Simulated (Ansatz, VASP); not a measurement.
# Two plane-wave programs on TePb

```
Pb Te
1.0
     0.00000    3.73731    3.73731
     3.73731    0.00000    3.73731
     3.73731    3.73731    0.00000
Pb Te
1 1
Cartesian
  0.0000 0.0000 0.0000
  1.8687 1.8687 1.8687
```

Alike in both runs: task single point; functional PBE; k mesh 6 × 6 × 6; no spin polarisation.

```csv
,VASP,Ansatz
version,VASP 6.6.1,Ansatz 0.2.0
potentials or method,"VASP PAW PBE potentials, release 64 (Pb_d, Te)","plane waves, PAW"
plane-wave cutoff (eV),520,420
occupations,"gaussian, width 0.01 eV",fixed
valence electrons in the cell,20,30
```

|  | VASP | Ansatz | Ansatz less VASP |
| --- | --- | --- | --- |
| gap on the k mesh at the Fermi level (eV) | 0.87 | 0.86 | 0.000 |
| pressure (GPa) | -1.3 | -1.2 | +0.03 |

VASP's potentials hold 20 valence electrons a cell and Ansatz's 30, so a difference there can come from the potentials and not from the codes.

Spin-orbit coupling is off throughout.
